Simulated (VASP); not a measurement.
# HC32F in VASP: notebook

HC32F is run at these levels: PBE+D3(BJ); tasks: single point.

Program: VASP 6.6.1. These are calculated values, not measurements. Logs are shortened: lines on timing, memory, paths and dates and some standing lists are left out, and cuts for length are marked.

### Step 1. The cell of the first run

The cell holds a slab with vacuum, 34 atoms: a = 9.864 Å, b = 9.864 Å, c = 12.000 Å, α = 90.00°, β = 90.00°, γ = 120.00°.

### Step 2. Single point, PBE+D3(BJ)

INCAR

```
PREC = Accurate ; ENCUT = 520
EDIFF = 1E-6 ; ISMEAR = 0
SIGMA = 0.05 ; LREAL = Auto
LASPH = T ; NELM = 100
ALGO = Normal ; ISIF = 2
LWAVE = F ; LCHARG = F
GGA = PE ; IVDW = 12
NBANDS = 91
```

KPOINTS

```
Automatic mesh
0
Gamma
  2 2 1
```

POSCAR

```
HC32F
1.0
    9.8640000000      0.0000000000      0.0000000000
   -4.9320000000      8.5424750000      0.0000000000
    0.0000000000      0.0000000000     12.0000000000
C F H
32 1 1
Direct
   -0.0010488104     -0.0008595834      0.0805438515
    0.1655764487      0.0822595453      0.0805847348
   -0.0010659024      0.2492457001      0.0804710116
    0.1655731959      0.3327620823      0.0804578133
   -0.0009294614      0.4992677646      0.0805258900
    0.1657206521      0.5826392718      0.0804838889
   -0.0009293304      0.7492451111      0.0805824978
    0.1657199849      0.8325272800      0.0805600463
    0.2490848851     -0.0008579960      0.0805480077
    0.4157633189      0.0825787431      0.0805076668
    0.2490754298      0.2492534324      0.0807380154
    0.4160845563      0.3327631039      0.0804624405
    0.2490960309      0.4994068430      0.0804159788
    0.4157659380      0.5826365487      0.0804095664
    0.2490771826      0.7492611333      0.0805255272
    0.4157351921      0.8325905338      0.0805486705
    0.4990863033     -0.0007477781      0.0805595132
    0.6657486251      0.0826024227      0.0805486989
    0.4992057066      0.2492472081      0.0804778384
    0.6658136506      0.3326164794      0.0804932834
    0.4992060405      0.4994055267      0.0804186302
    0.6658147288      0.5826387834      0.0804859766
    0.4990894450      0.7492844484      0.0805225038
    0.6657498874      0.8325903606      0.0805477182
    0.7490600357     -0.0007483371      0.0805567277
    0.9157098088      0.0825782617      0.0805018685
    0.7490770195      0.2492584041      0.0805023613
    0.9156981176      0.3326175775      0.0804894526
    0.7490924130      0.4992667554      0.0805283543
    0.9157433714      0.5825914101      0.0805742955
    0.7490782277      0.7492608832      0.0805250082
    0.9157014439      0.8325251286      0.0805584098
    0.2552149863      0.2627301230      0.3408183050
    0.2533170784      0.2587298286      0.2625243470
```

Potentials or basis: VASP PAW PBE potentials, release 64 (C, F, H).

Run with:

```console
cat potpaw_PBE.64/C/POTCAR potpaw_PBE.64/F/POTCAR potpaw_PBE.64/H/POTCAR > POTCAR
mpirun -np 1 vasp_std > vasp.out
```

OUTCAR:

```text
PREC = Accurate
   ENCUT = 520
   EDIFF = 1E-6
   ISMEAR = 0
   LREAL = Auto
   LASPH = T
   NELM = 100
   ISIF = 2
   GGA = PE
   IVDW = 12
 IVDW          = 12

 ion  position               nearest neighbor table
   1  0.999  0.999  0.081-  32 1.42   2 1.42  26 1.42
   2  0.166  0.082  0.081-   1 1.42   9 1.42  11 1.43
   3  0.999  0.249  0.080-  28 1.42   4 1.42  26 1.42
   4  0.166  0.333  0.080-   3 1.42  13 1.42  11 1.43
   5  0.999  0.499  0.081-   6 1.42  28 1.42  30 1.42
   6  0.166  0.583  0.080-  13 1.42  15 1.42   5 1.42
[... 24 lines left out ...]
  31  0.749  0.749  0.081-  22 1.42  32 1.42  24 1.42
  32  0.916  0.833  0.081-   1 1.42  31 1.42   7 1.42
  33  0.255  0.263  0.341-  34 0.94
  34  0.253  0.259  0.263-  33 0.94

  LATTYP: Found a hexagonal cell.
 ALAT       =     9.8640000000
 C/A-ratio  =     1.2165450122

  Lattice vectors:

 A1 = (   9.8640000000,   0.0000000000,   0.0000000000)
 A2 = (  -4.9320000000,   8.5424750000,   0.0000000000)
 A3 = (   0.0000000000,   0.0000000000,  12.0000000000)

Analysis of symmetry for initial positions (statically):
=====================================================================
 Subroutine PRICEL returns:
 Original cell was already a primitive cell.

 Routine SETGRP: Setting up the symmetry group for a
 hexagonal supercell.

 Subroutine GETGRP returns: Found  1 space group operations
 (whereof  1 operations were pure point group operations)
 out of a pool of 24 trial point group operations.

The static configuration has the point symmetry C_1 .

Analysis of symmetry for dynamics (positions and initial velocities):
=====================================================================
 Subroutine PRICEL returns:
 Original cell was already a primitive cell.

 Routine SETGRP: Setting up the symmetry group for a
 hexagonal supercell.

 Subroutine GETGRP returns: Found  1 space group operations
 (whereof  1 operations were pure point group operations)
 out of a pool of 24 trial point group operations.

The dynamic configuration has the point symmetry C_1 .

 Subroutine INISYM returns: Found  1 space group operations
 (whereof  1 operations are pure point group operations),
 and found     1 'primitive' translations

----------------------------------------------------------------------------------------

[... 134 lines left out ...]
   NELM   =    100;   NELMIN=  2; NELMDL= -5     # of ELM steps
   EDIFF  = 0.1E-05   stopping-criterion for ELM
   LREAL  =      T    real-space projection
   EDIFFG = 0.1E-04   stopping-criterion for IOM
   NSW    =      0    number of steps for IOM
[... 5 lines left out ...]
   TEBEG  =    0.0;   TEEND  =   0.0 temperature during run
   PSTRESS=    0.0 pullay stress
   NELECT =     136.0000    total number of electrons
   NUPDOWN=      -1.0000    fix difference up-down
   EMIN   =  10.00;   EMAX   =-10.00  energy-range for DOS
   EFERMI =   0.00;   METHOD = LEGACY
   ISMEAR =     0;   SIGMA  =   0.05  broadening in eV -4-tet -1-fermi 0-gaus
   EFERMI_NEDOS =   21; number of points for ismear=-14 and -15
   IALGO  =     38    algorithm
   IMIX   =      4    mixing-type and parameters
     AMIX     =   0.40;   BMIX     =  1.00
     AMIX_MAG =   1.60;   BMIX_MAG =  1.00
  volume/ion in A,a.u.               =      29.74       200.69
  Fermi-wavevector in a.u.,A,eV,Ry     =   0.838781  1.585066  9.572422  0.703553
  Thomas-Fermi vector in A             =   1.952892
   LORBIT       =      0    0 simple, 1 ext, 2 COOP (PROOUT), +10 PAW based schemes
   GGA     = PE    functional components
   LHFCALC =     F    Hartree Fock is set to
   AEXX    =    0.0000 exact exchange contribution
   IVDW    =    12    specifies the selected vdW correction
   LEPSILON=     F    determine dielectric tensor
   LRPA    =     F    only Hartree local field effects (RPA)
 non-spin polarized calculation
 Gauss-broadening in eV      SIGMA  =   0.05
  energy-cutoff  :      520.00
  volume of cell :     1011.16
 maximum number of plane-waves:     27273
 NGX is ok and might be reduce to    80
   NGX = 37   NGY = 37   NGZ = 45

 number of electron     136.0000007 magnetization

 Free energy of the ion-electron system (eV)
  ---------------------------------------------------
  ext. energy  EPLUGINS =         0.00000000
  ---------------------------------------------------
  free energy    TOTEN  =      -303.19658403 eV

  energy without entropy =     -303.19658403  energy(sigma->0) =     -303.19658403

 E-fermi :  -2.6724     XC(G=0):  -3.7864

 val. band max:       -2.9308764432   @ k =   0.5000  -0.0000   0.0000
 cond. band min:      -0.9957161058   @ k =   0.5000   0.5000   0.0000
 fundamental gap:      1.9351603375
 Fermi energy:        -2.6723709700

 k-point     1 :       0.0000    0.0000    0.0000
  band No.  band energies     occupation
      1     -26.9812      2.00000
      2     -21.4450      2.00000
      3     -20.0227      2.00000
      4     -19.9836      2.00000
      5     -19.9833      2.00000
      6     -19.9636      2.00000
[... 321 lines left out ...]
     79       2.8152      0.00000
     80       2.9681      0.00000
 [bands above 80 left out]

------------------------ aborting loop because EDIFF is reached ----------------------------------------

 Edisp (eV)   -2.94284

 E8    (eV) :    -0.9099

  FORCE on cell =-STRESS in cart. coord.  units (eV):
  Direction    XX          YY          ZZ          XY          YZ          ZX
  --------------------------------------------------------------------------------------
  -------------------------------------------------------------------------------------
  Total       1.04538     0.97024    -0.04244     0.00744     0.01332     0.03960
  in kB       1.65641     1.53735    -0.06724     0.01179     0.02111     0.06274
  external pressure =        1.04 kB  Pullay stress =        0.00 kB

 VOLUME and BASIS-vectors are now :
 -----------------------------------------------------------------------------
  energy-cutoff  :      520.00
  volume of cell :     1011.16
      direct lattice vectors                 reciprocal lattice vectors
     9.864000000  0.000000000  0.000000000     0.101378751  0.058531046  0.000000000
    -4.932000000  8.542475000  0.000000000     0.000000000  0.117062093  0.000000000
     0.000000000  0.000000000 12.000000000     0.000000000  0.000000000  0.083333333

 POSITION                                       TOTAL-FORCE (eV/Angst)
 -----------------------------------------------------------------------------------
      4.92589      8.53513      0.96653        -0.003060     -0.003549      0.001791
      1.22754      0.70270      0.96702         0.002104     -0.000925     -0.001206
      8.62421      2.12918      0.96565        -0.004239     -0.003066      0.001634
     -0.00797      2.84261      0.96549         0.004340      0.005003      0.000032
      7.39244      4.26498      0.96631        -0.002426     -0.004181      0.000068
     -1.23891      4.97718      0.96581         0.001617      0.005279     -0.000004
[... 26 lines left out ...]
      1.22166      2.24437      4.08982         0.001944      0.006475      0.280531
      1.22266      2.21019      3.15029         0.000412     -0.011424     -0.282600
 -----------------------------------------------------------------------------------
    total drift:                                0.001427      0.025832      0.012420

  FREE ENERGIE OF THE ION-ELECTRON SYSTEM (eV)
  ---------------------------------------------------
  free  energy   TOTEN  =      -306.1394222549 eV

  energy  without entropy=     -306.1394222549  energy(sigma->0) =     -306.13942225
```

Wall time 13 min (1 thread of Intel Xeon 6975P-C (Granite Rapids), shared host); peak memory 1.2 GiB.

What came out:

| Item | Value |
| --- | --- |
| Free energy | -306.1394 eV |
| Largest force | 0.283 eV/Å |
| Band gap on the k mesh | 1.94 eV |
| Dispersion energy per atom | -0.087 eV |

Forces in eV/Å, atoms in the order of the input:
```
C   -0.003 -0.004  0.002
C    0.002 -0.001 -0.001
C   -0.004 -0.003  0.002
C    0.004  0.005  0.000
C   -0.002 -0.004  0.000
C    0.002  0.005  0.000
C   -0.002 -0.004  0.000
C    0.002  0.003 -0.001
C   -0.002 -0.004  0.000
C    0.003  0.004 -0.001
C   -0.003 -0.004  0.004
C   -0.003  0.003  0.000
C   -0.003 -0.002  0.000
C    0.004  0.004  0.001
C   -0.002 -0.004  0.000
C    0.002  0.004 -0.001
C   -0.002 -0.004  0.000
C    0.002  0.005 -0.002
C    0.001 -0.004  0.000
C    0.003  0.005  0.000
C    0.000 -0.002 -0.001
C    0.003  0.005  0.000
C   -0.002 -0.004  0.000
C    0.002  0.004 -0.001
C   -0.002 -0.004  0.000
C    0.001  0.004 -0.001
C   -0.002 -0.004  0.001
C    0.003  0.004  0.000
C   -0.002 -0.004  0.000
C    0.002  0.004 -0.001
C   -0.002 -0.004  0.000
C    0.002  0.003 -0.001
F    0.002  0.006  0.281
H    0.000 -0.011 -0.283
```

### Step 3. Single point, PBE+D3(BJ)

INCAR

```
PREC = Accurate ; ENCUT = 520
EDIFF = 1E-7 ; ISMEAR = 0
SIGMA = 0.05 ; LREAL = Auto
LASPH = True ; NELM = 100
ALGO = Normal ; ISIF = 2
LWAVE = False ; LCHARG = True
GGA = PE ; IVDW = 12
LELF = True ; LVHAR = True
NBANDS = 91
```

KPOINTS is that of step 2.

POSCAR

```
HC32F
1.0
    9.8640000000      0.0000000000      0.0000000000
   -4.9320000000      8.5424750000      0.0000000000
    0.0000000000      0.0000000000     12.0000000000
C F H
32 1 1
Direct
   -0.0010488121     -0.0008595869      0.0805438333
    0.1655764410      0.0822595325      0.0805847500
   -0.0010659267      0.2492456811      0.0804710000
    0.1655731674      0.3327621093      0.0804578333
   -0.0009295027      0.4992677181      0.0805259167
    0.1657206660      0.5826392234      0.0804839167
   -0.0009293287      0.7492451544      0.0805825000
    0.1657199179      0.8325272243      0.0805600833
    0.2490849149     -0.0008579481      0.0805480000
    0.4157633261      0.0825787608      0.0805076667
    0.2490754060      0.2492534072      0.0807380000
    0.4160844832      0.3327630458      0.0804624167
    0.2490960338      0.4994067878      0.0804160000
    0.4157659541      0.5826365310      0.0804095833
    0.2490771108      0.7492610748      0.0805255000
    0.4157351598      0.8325905548      0.0805486667
    0.4990862618     -0.0007477926      0.0805595000
    0.6657485881      0.0826024074      0.0805486667
    0.4992057183      0.2492472029      0.0804778333
    0.6658136151      0.3326164841      0.0804932500
    0.4992059942      0.4994055002      0.0804186667
    0.6658147142      0.5826387552      0.0804860000
    0.4990894253      0.7492844872      0.0805225000
    0.6657498441      0.8325903207      0.0805477500
    0.7490600162     -0.0007483780      0.0805567500
    0.9157098681      0.0825782926      0.0805018333
    0.7490770104      0.2492584409      0.0805023333
    0.9156980632      0.3326175377      0.0804894167
    0.7490924338      0.4992667816      0.0805283333
    0.9157434196      0.5825914621      0.0805743333
    0.7490782103      0.7492608407      0.0805250000
    0.9157014272      0.8325251171      0.0805584167
    0.2552149912      0.2627300636      0.3408183333
    0.2533170581      0.2587298178      0.2625243333
```

Potentials or basis: VASP PAW PBE potentials, release 64 (C, F, H).

Run with:

```console
cat potpaw_PBE.64/C/POTCAR potpaw_PBE.64/F/POTCAR potpaw_PBE.64/H/POTCAR > POTCAR
mpirun -np 1 vasp_std > vasp.out
```

OUTCAR:

```text
PREC = Accurate
   ENCUT = 520
   EDIFF = 1E-7
   ISMEAR = 0
   LREAL = Auto
   LASPH = True
   NELM = 100
   ISIF = 2
   GGA = PE
   IVDW = 12
 IVDW          = 12

 ion  position               nearest neighbor table
   1  0.999  0.999  0.081-  32 1.42   2 1.42  26 1.42
   2  0.166  0.082  0.081-   1 1.42   9 1.42  11 1.43
   3  0.999  0.249  0.080-  28 1.42   4 1.42  26 1.42
   4  0.166  0.333  0.080-   3 1.42  13 1.42  11 1.43
   5  0.999  0.499  0.081-   6 1.42  28 1.42  30 1.42
   6  0.166  0.583  0.080-  13 1.42  15 1.42   5 1.42
[... 24 lines left out ...]
  31  0.749  0.749  0.081-  22 1.42  32 1.42  24 1.42
  32  0.916  0.833  0.081-   1 1.42  31 1.42   7 1.42
  33  0.255  0.263  0.341-  34 0.94
  34  0.253  0.259  0.263-  33 0.94

  LATTYP: Found a hexagonal cell.
 ALAT       =     9.8640000000
 C/A-ratio  =     1.2165450122

  Lattice vectors:

 A1 = (   9.8640000000,   0.0000000000,   0.0000000000)
 A2 = (  -4.9320000000,   8.5424750000,   0.0000000000)
 A3 = (   0.0000000000,   0.0000000000,  12.0000000000)

Analysis of symmetry for initial positions (statically):
=====================================================================
 Subroutine PRICEL returns:
 Original cell was already a primitive cell.

 Routine SETGRP: Setting up the symmetry group for a
 hexagonal supercell.

 Subroutine GETGRP returns: Found  1 space group operations
 (whereof  1 operations were pure point group operations)
 out of a pool of 24 trial point group operations.

The static configuration has the point symmetry C_1 .

Analysis of symmetry for dynamics (positions and initial velocities):
=====================================================================
 Subroutine PRICEL returns:
 Original cell was already a primitive cell.

 Routine SETGRP: Setting up the symmetry group for a
 hexagonal supercell.

[... 169 lines left out ...]
  Fermi-wavevector in a.u.,A,eV,Ry     =   0.838781  1.585066  9.572422  0.703553
  Thomas-Fermi vector in A             =   1.952892
   LORBIT       =      0    0 simple, 1 ext, 2 COOP (PROOUT), +10 PAW based schemes
   GGA     = PE    functional components
   LHFCALC =     F    Hartree Fock is set to
   AEXX    =    0.0000 exact exchange contribution
   IVDW    =    12    specifies the selected vdW correction
   LEPSILON=     F    determine dielectric tensor
   LRPA    =     F    only Hartree local field effects (RPA)
 non-spin polarized calculation
 Gauss-broadening in eV      SIGMA  =   0.05
  energy-cutoff  :      520.00
  volume of cell :     1011.16
 maximum number of plane-waves:     27273
 NGX is ok and might be reduce to    80
   NGX = 37   NGY = 37   NGZ = 45

 number of electron     136.0000007 magnetization

 Free energy of the ion-electron system (eV)
  ---------------------------------------------------
  ext. energy  EPLUGINS =         0.00000000
  ---------------------------------------------------
  free energy    TOTEN  =      -303.19658451 eV

  energy without entropy =     -303.19658451  energy(sigma->0) =     -303.19658451

 E-fermi :  -2.6709     XC(G=0):  -3.7845

 val. band max:       -2.9308783879   @ k =   0.5000  -0.0000   0.0000
 cond. band min:      -0.9957161686   @ k =   0.5000   0.5000   0.0000
 fundamental gap:      1.9351622193
 Fermi energy:        -2.6708926633

 k-point     1 :       0.0000    0.0000    0.0000
  band No.  band energies     occupation
      1     -26.9811      2.00000
      2     -21.4450      2.00000
      3     -20.0227      2.00000
      4     -19.9836      2.00000
      5     -19.9833      2.00000
      6     -19.9636      2.00000
[... 321 lines left out ...]
     79       2.8153      0.00000
     80       2.9685      0.00000
 [bands above 80 left out]

------------------------ aborting loop because EDIFF is reached ----------------------------------------

 Edisp (eV)   -2.94284

 E8    (eV) :    -0.9099

  FORCE on cell =-STRESS in cart. coord.  units (eV):
  Direction    XX          YY          ZZ          XY          YZ          ZX
  --------------------------------------------------------------------------------------
  -------------------------------------------------------------------------------------
  Total       1.04544     0.97018    -0.04217     0.00721     0.01351     0.03934
  in kB       1.65649     1.53725    -0.06682     0.01142     0.02141     0.06234
  external pressure =        1.04 kB  Pullay stress =        0.00 kB

 VOLUME and BASIS-vectors are now :
 -----------------------------------------------------------------------------
  energy-cutoff  :      520.00
  volume of cell :     1011.16
      direct lattice vectors                 reciprocal lattice vectors
     9.864000000  0.000000000  0.000000000     0.101378751  0.058531046  0.000000000
    -4.932000000  8.542475000  0.000000000     0.000000000  0.117062093  0.000000000
     0.000000000  0.000000000 12.000000000     0.000000000  0.000000000  0.083333333

 POSITION                                       TOTAL-FORCE (eV/Angst)
 -----------------------------------------------------------------------------------
      4.92589      8.53513      0.96653        -0.003041     -0.003559      0.001784
      1.22754      0.70270      0.96702         0.002117     -0.000929     -0.001225
      8.62421      2.12917      0.96565        -0.004222     -0.003063      0.001621
     -0.00797      2.84261      0.96549         0.004376      0.004962      0.000016
      7.39244      4.26498      0.96631        -0.002395     -0.004175      0.000057
     -1.23891      4.97718      0.96581         0.001609      0.005262     -0.000017
[... 26 lines left out ...]
      1.22166      2.24437      4.08982         0.001958      0.006466      0.280521
      1.22266      2.21019      3.15029         0.000425     -0.011434     -0.282613
 -----------------------------------------------------------------------------------
    total drift:                                0.000978      0.026168      0.012998

  FREE ENERGIE OF THE ION-ELECTRON SYSTEM (eV)
  ---------------------------------------------------
  free  energy   TOTEN  =      -306.1394227377 eV

  energy  without entropy=     -306.1394227377  energy(sigma->0) =     -306.13942274
```

Run time: 15 min. Hardware: 1 thread of Intel Xeon 6975P-C (Granite Rapids), shared host; peak memory 1.2 GiB.

Results:

* Free energy: -306.1394 eV
* Largest force: 0.283 eV/Å
* Band gap on the k mesh: 1.94 eV
* Dispersion energy per atom: -0.087 eV

Forces on the atoms (eV/Å):
```
C   -0.003 -0.004  0.002
C    0.002 -0.001 -0.001
C   -0.004 -0.003  0.002
C    0.004  0.005  0.000
C   -0.002 -0.004  0.000
C    0.002  0.005  0.000
C   -0.002 -0.004  0.000
C    0.002  0.003 -0.001
C   -0.002 -0.004  0.000
C    0.003  0.004 -0.001
C   -0.004 -0.004  0.005
C   -0.003  0.003  0.000
C   -0.003 -0.002  0.000
C    0.004  0.004  0.001
C   -0.002 -0.004  0.000
C    0.002  0.004 -0.001
C   -0.002 -0.004  0.000
C    0.002  0.005 -0.002
C    0.001 -0.004  0.000
C    0.003  0.005  0.000
C    0.000 -0.002 -0.001
C    0.003  0.005  0.000
C   -0.002 -0.004  0.000
C    0.002  0.004 -0.001
C   -0.002 -0.004  0.000
C    0.001  0.004 -0.001
C   -0.002 -0.004  0.001
C    0.003  0.004  0.000
C   -0.002 -0.004  0.000
C    0.002  0.004 -0.001
C   -0.002 -0.004  0.000
C    0.002  0.003 -0.001
F    0.002  0.006  0.281
H    0.000 -0.011 -0.283
```

Levels at points of the mesh, in eV from the valence-band top:
```tsv
k point	band 64	band 65	band 66	band 67	band 68	band 69	band 70	band 71	band 72	band 73
(0.00, 0.00, 0.00)	-1.70	-1.70	-1.36	-1.34	-1.34	2.67	2.69	2.69	3.75	3.81
(0.50, 0.00, 0.00)	-1.56	-1.53	-1.52	-0.03	0.00	1.94	1.97	3.19	3.23	3.26
(0.00, 0.50, 0.00)	-1.56	-1.53	-1.52	-0.03	0.00	1.94	1.97	3.18	3.23	3.26
(0.50, 0.50, 0.00)	-1.56	-1.53	-1.52	-0.03	0.00	1.94	1.97	3.19	3.23	3.26
```
